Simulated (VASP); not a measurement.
# NbTe (P-6m2) in VASP: further runs, part 2 of 2

VASP 6.6.1. Earlier steps stand in the parts before.

## Step 5: Single point, PBEsol

INCAR reads:

```
PREC = Accurate
ENCUT = 520
EDIFF = 1E-7
ISMEAR = -1
SIGMA = 0.05
LREAL = F
LASPH = T
NELM = 100
ALGO = Normal
ISIF = 2
LWAVE = F
LCHARG = T
GGA = PS
LELF = T
LVHAR = T
NBANDS = 16
```

KPOINTS reads:

```
Automatic mesh
0
Gamma
  6 6 6
```

POSCAR reads:

```
NbTe
1.0
    3.7029743866      0.0000000000      0.0000000000
   -1.8514871933      3.2068698884      0.0000000000
    0.0000000000      0.0000000000      3.6942110000
Te Nb
1 1
Direct
    0.6666666667      0.3333333333      0.0000000000
    0.0000000000      0.0000000000      0.5000000000
```

Potentials or basis: VASP PAW PBE potentials, release 64 (Te, Nb_sv).

On the command line:

```
$ cat potpaw_PBE.64/Te/POTCAR potpaw_PBE.64/Nb_sv/POTCAR > POTCAR
$ mpirun -np 1 vasp_std > vasp.out
```

OUTCAR:

```text
PREC = Accurate
   ENCUT = 520
   EDIFF = 1E-7
   ISMEAR = -1
   LREAL = F
   LASPH = T
   NELM = 100
   ISIF = 2
   GGA = PS

 ion  position               nearest neighbor table
   1  0.667  0.333  0.000-   2 2.83   2 2.83   2 2.83   2 2.83   2 2.83   2 2.83
   2  0.000  0.000  0.500-   1 2.83   1 2.83   1 2.83   1 2.83   1 2.83   1 2.83

  LATTYP: Found a hexagonal cell.
 ALAT       =     3.7029743866
 C/A-ratio  =     0.9976334196

  Lattice vectors:

 A1 = (   3.7029743866,   0.0000000000,   0.0000000000)
 A2 = (  -1.8514871933,   3.2068698884,   0.0000000000)
 A3 = (   0.0000000000,   0.0000000000,   3.6942110000)

Analysis of symmetry for initial positions (statically):
=====================================================================
 Subroutine PRICEL returns:
 Original cell was already a primitive cell.

 Routine SETGRP: Setting up the symmetry group for a
 hexagonal supercell.

 Subroutine GETGRP returns: Found 12 space group operations
 (whereof 12 operations were pure point group operations)
 out of a pool of 24 trial point group operations.

The static configuration has the point symmetry D_3h.

Analysis of symmetry for dynamics (positions and initial velocities):
=====================================================================
 Subroutine PRICEL returns:
 Original cell was already a primitive cell.

 Routine SETGRP: Setting up the symmetry group for a
 hexagonal supercell.

 Subroutine GETGRP returns: Found 12 space group operations
 (whereof 12 operations were pure point group operations)
 out of a pool of 24 trial point group operations.

The dynamic configuration has the point symmetry D_3h.

 Subroutine INISYM returns: Found 12 space group operations
 (whereof 12 operations are pure point group operations),
 and found     1 'primitive' translations

----------------------------------------------------------------------------------------

                                     Primitive cell

  volume of cell :      43.8686

  direct lattice vectors                    reciprocal lattice vectors
     3.702974387  0.000000000  0.000000000     0.270053178  0.155915275  0.000000000
    -1.851487193  3.206869888  0.000000000     0.000000000  0.311830550  0.000000000
     0.000000000  0.000000000  3.694211000     0.000000000  0.000000000  0.270693796

  length of vectors
     3.702974387  3.702974387  3.694211000     0.311830550  0.311830550  0.270693796

  position of ions in fractional coordinates (direct lattice)
     0.666666667  0.333333333  0.000000000
     0.000000000  0.000000000  0.500000000

  ion indices of the primitive-cell ions
   primitive index   ion index
                 1           1
                 2           2

----------------------------------------------------------------------------------------

 KPOINTS: Automatic mesh

Automatic generation of k-mesh.
 Grid dimensions read from file:
 generate k-points for:    6    6    6

 Generating k-lattice:

  Cartesian coordinates                     Fractional coordinates (reciprocal lattice)
     0.045008863  0.025985879  0.000000000     0.166666667  0.000000000  0.000000000
     0.000000000  0.051971758  0.000000000     0.000000000  0.166666667  0.000000000
     0.000000000  0.000000000  0.045115633     0.000000000  0.000000000  0.166666667

  Length of vectors
     0.051971758  0.051971758  0.045115633

  Shift w.r.t. Gamma in fractional coordinates (k-lattice)
     0.000000000  0.000000000  0.000000000

 Subroutine IBZKPT returns following result:
 ===========================================

 Found     28 irreducible k-points:

 Following reciprocal coordinates:
            Coordinates               Weight
  0.000000  0.000000  0.000000      1.000000
  0.166667 -0.000000  0.000000      6.000000
  0.333333  0.000000  0.000000      6.000000
  0.500000 -0.000000  0.000000      3.000000
  0.166667  0.166667  0.000000      6.000000
  0.333333  0.166667  0.000000     12.000000
[... 16 lines left out ...]
  0.166667 -0.000000  0.500000      6.000000
  0.333333  0.000000  0.500000      6.000000
 [... further k-points ...]
   k-points           NKPTS =     28   k-points in BZ     NKDIM =     28   number of bands    NBANDS=     16
   number of dos      NEDOS =    301   number of ions     NIONS =      2
   total plane-waves  NPLWV =  21952
   dimension x,y,z NGX =    28 NGY =   28 NGZ =   28
   dimension x,y,z NGXF=    56 NGYF=   56 NGZF=   56
   ions per type =               1   1
   NGX,Y,Z   is equivalent  to a cutoff of  12.57, 12.57, 12.60 a.u.
   NGXF,Y,Z  is equivalent  to a cutoff of  25.14, 25.14, 25.20 a.u.
 SYSTEM =  unknown system
   PREC   = accura    normal or accurate (medium, high low for compatibility)
   ISTART =      0    job   : 0-new  1-cont  2-samecut
   ICHARG =      2    charge: 1-file 2-atom 10-const
   ISPIN  =      1    spin polarized calculation?
   LNONCOLLINEAR =      F non collinear calculations
   LSORBIT =      F    spin-orbit coupling
   LASPH  =      T    aspherical Exc in radial PAW
   ENCUT  =  520.0 eV  38.22 Ry    6.18 a.u.   6.89  6.89  6.87*2*pi/ulx,y,z
   NELM   =    100;   NELMIN=  2; NELMDL= -5     # of ELM steps
   EDIFF  = 0.1E-06   stopping-criterion for ELM
   LREAL  =      F    real-space projection
   EDIFFG = 0.1E-05   stopping-criterion for IOM
   NSW    =      0    number of steps for IOM
   IBRION =     -1    ionic relax: 0-MD 1-quasi-New 2-CG
   NFREE  =      0    steps in history (QN), initial steepest desc. (CG)
   ISIF   =      2    stress and relaxation
   ISYM   =      2    0-nonsym 1-usesym 2-fastsym
   POTIM  = 0.5000    time-step for ionic-motion
   TEBEG  =    0.0;   TEEND  =   0.0 temperature during run
   PSTRESS=    0.0 pullay stress
   NELECT =      19.0000    total number of electrons
   NUPDOWN=      -1.0000    fix difference up-down
   EMIN   =  10.00;   EMAX   =-10.00  energy-range for DOS
   EFERMI =   0.00;   METHOD = LEGACY
   ISMEAR =    -1;   SIGMA  =   0.05  broadening in eV -4-tet -1-fermi 0-gaus
   EFERMI_NEDOS =   21; number of points for ismear=-14 and -15
   IALGO  =     38    algorithm
   IMIX   =      4    mixing-type and parameters
     AMIX     =   0.40;   BMIX     =  1.00
     AMIX_MAG =   1.60;   BMIX_MAG =  1.00
  volume/ion in A,a.u.               =      21.93       148.02
  Fermi-wavevector in a.u.,A,eV,Ry     =   1.238630  2.340671 20.874103  1.534203
  Thomas-Fermi vector in A             =   2.373147
   LORBIT       =      0    0 simple, 1 ext, 2 COOP (PROOUT), +10 PAW based schemes
   GGA     = PS    functional components
   LHFCALC =     F    Hartree Fock is set to
   AEXX    =    0.0000 exact exchange contribution
   IVDW    =     0    specifies the selected vdW correction
   LEPSILON=     F    determine dielectric tensor
   LRPA    =     F    only Hartree local field effects (RPA)
 non-spin polarized calculation
  energy-cutoff  :      520.00
  volume of cell :       43.87
 maximum number of plane-waves:      1200
 NGX is ok and might be reduce to    28
   NGX = 13   NGY = 13   NGZ = 13

 number of electron      18.9999998 magnetization

 Free energy of the ion-electron system (eV)
  ---------------------------------------------------
  ext. energy  EPLUGINS =         0.00000000
  ---------------------------------------------------
  free energy    TOTEN  =       -14.85457653 eV

  energy without entropy =      -14.83845789  energy(sigma->0) =      -14.84651721

 E-fermi :  10.9289     XC(G=0): -11.3918

 val. band max:       10.9036871054   @ k =   0.3333   0.0000   0.1667
 cond. band min:      10.9456739168   @ k =   0.1667  -0.0000   0.0000
 fundamental gap:      0.0419868115
 Fermi energy:        10.9289464168

 k-point     1 :       0.0000    0.0000    0.0000
  band No.  band energies     occupation
      1     -44.5984      2.00000
      2     -20.8128      2.00000
      3     -20.6246      2.00000
      4     -20.6246      2.00000
      5      -3.3688      2.00000
      6       7.7414      2.00000
[... 8 lines left out ...]
     15      16.7705      0.00000
     16      17.9017      0.00000
[... 419 lines left out ...]
 k-point    24 :       0.3333    0.0000    0.5000
  band No.  band energies     occupation
      1     -44.5866      2.00000
      2     -20.8991      2.00000
      3     -20.7073      2.00000
      4     -20.6352      2.00000
      5      -1.5403      2.00000
      6       4.5240      2.00000
[... 8 lines left out ...]
     15      16.2408      0.00000
     16      18.2270      0.00000

 [... further k-points ...]

------------------------ aborting loop because EDIFF is reached ----------------------------------------

  FORCE on cell =-STRESS in cart. coord.  units (eV):
  Direction    XX          YY          ZZ          XY          YZ          ZX
  --------------------------------------------------------------------------------------
  -------------------------------------------------------------------------------------
  Total       -1.4363532     -1.4363532     -1.3900025      0.0000000     -0.0000000     -0.0000000
  in kB      -52.4587682    -52.4587682    -50.7659398      0.0000000     -0.0000000     -0.0000000
  external PRESSURE =     -51.8944920 kB  Pullay stress =       0.0000000 kB

 VOLUME and BASIS-vectors are now :
 -----------------------------------------------------------------------------
  energy-cutoff  :      520.00
  volume of cell :       43.87
      direct lattice vectors                 reciprocal lattice vectors
     3.702974387  0.000000000  0.000000000     0.270053178  0.155915275  0.000000000
    -1.851487193  3.206869888  0.000000000     0.000000000  0.311830550  0.000000000
     0.000000000  0.000000000  3.694211000     0.000000000  0.000000000  0.270693796

 POSITION                                       TOTAL-FORCE (eV/Angst)
 -----------------------------------------------------------------------------------
      1.85149      1.06896      0.00000         0.000000     -0.000000      0.000000
      0.00000      0.00000      1.84711        -0.000000      0.000000      0.000000
 -----------------------------------------------------------------------------------
    total drift:                               -0.000000      0.000000     -0.000000

  FREE ENERGIE OF THE ION-ELECTRON SYSTEM (eV)
  ---------------------------------------------------
  free  energy   TOTEN  =       -14.8545765317 eV

  energy  without entropy=      -14.8384578870  energy(sigma->0) =      -14.84651721
```

OSZICAR:

```text
N       E                     dE             d eps       ncg     rms          rms(c)
DAV:   1     0.148409746179E+03    0.14841E+03   -0.94578E+03   896   0.108E+03
DAV:   2    -0.541512197336E+01   -0.15382E+03   -0.14994E+03  1160   0.361E+02
DAV:   3    -0.151520704210E+02   -0.97369E+01   -0.95725E+01  1664   0.697E+01
DAV:   4    -0.153440712812E+02   -0.19200E+00   -0.19165E+00  1072   0.964E+00
DAV:   5    -0.153506184262E+02   -0.65471E-02   -0.65459E-02  1488   0.173E+00    0.706E+00
DAV:   6    -0.148913219280E+02    0.45930E+00   -0.14946E+00  1360   0.102E+01    0.297E+00
DAV:   7    -0.148641071471E+02    0.27215E-01   -0.74992E-02  1128   0.197E+00    0.160E+00
DAV:   8    -0.148546490304E+02    0.94581E-02   -0.21909E-02  1288   0.933E-01    0.197E-01
DAV:   9    -0.148545794277E+02    0.69603E-04   -0.18856E-03  1264   0.334E-01    0.128E-01
DAV:  10    -0.148545801638E+02   -0.73615E-06   -0.28179E-04  1296   0.171E-01    0.210E-02
DAV:  11    -0.148545768772E+02    0.32866E-05   -0.27605E-05  1360   0.504E-02    0.163E-02
DAV:  12    -0.148545765473E+02    0.32990E-06   -0.10971E-06  1128   0.101E-02    0.156E-03
DAV:  13    -0.148545765317E+02    0.15635E-07   -0.81834E-08   888   0.212E-03
   1 F= -.14854577E+02 E0= -.14846517E+02  d E =-.161186E-01
```

Run time: 16 s. Hardware: 1 thread of Intel Xeon Platinum 8259CL at 2.50GHz (Skylake/Cascade Lake), shared host; peak memory 0.17 GiB.

What came out:

- Free energy: -14.8546 eV
- Pressure: -5.2 GPa
- Band gap on the k mesh: zero (an odd number of electrons rules out a gap without spin polarisation)

Levels at points of the mesh, in eV from the Fermi level:
| k point | band 5 | band 6 | band 7 | band 8 | band 9 | band 10 | band 11 | band 12 | band 13 | band 14 |
| --- | --- | --- | --- | --- | --- | --- | --- | --- | --- | --- |
| (0.00, 0.00, 0.00) | -14.30 | -3.19 | -3.19 | -3.05 | -2.38 | 0.10 | 0.10 | 2.41 | 2.41 | 2.76 |
| (0.50, 0.00, 0.00) | -12.63 | -7.24 | -3.87 | -2.69 | -2.63 | -0.22 | 1.20 | 1.45 | 2.99 | 3.74 |
| (0.00, 0.00, 0.50) | -12.95 | -7.59 | -2.64 | -2.64 | -1.01 | -1.01 | 0.62 | 1.61 | 1.61 | 5.20 |
| (0.50, 0.00, 0.50) | -12.26 | -6.02 | -5.92 | -4.28 | -1.42 | 1.12 | 1.22 | 1.77 | 2.71 | 4.45 |

Caveat: the cell stands under tension; the PAW data sets were made with another functional, which shifts forces and pressure a little; spin-orbit coupling is left out, which moves the levels of the heavy elements.

## Step 6: Overview

| task | level | cell | k mesh | cutoff (eV) | smearing | gap on the mesh (eV) | pressure (GPa) | relaxed volume (Å³/atom) |
| --- | --- | --- | --- | --- | --- | --- | --- | --- |
| single point | PBE | as given | 8 × 8 × 7 | 520 | gaussian 0.03 eV | none | -0.9 | - |
| relaxation of cell and atoms | PBEsol+D3(BJ) | relaxed | 8 × 8 × 7 | 600 | fermi-dirac 0.05 eV | none | 0.0 | 20.14 |
| relaxation of cell and atoms | RPBE+D3(BJ) | relaxed | 8 × 8 × 7 | 600 | fermi-dirac 0.05 eV | none | 0.0 | 16.59 |
| single point | PBEsol | as given | 6 × 6 × 6 | 520 | fermi-dirac 0.05 eV | none | -5.2 | - |

Alike in all rows: potentials or basis VASP PAW PBE potentials, release 64 (Te, Nb_sv); no spin polarisation.

Caveats: spin-orbit coupling is left out, which moves the levels of the heavy elements; the PAW data sets were made with another functional, which shifts forces and pressure a little (at least some runs); the volume moved by over 15 % at a fixed basis, so the end points are rough (at least some runs); the cell stands under tension (at least some runs).

Total energies depend on the potentials used, so only differences within one code and one set of settings carry meaning.
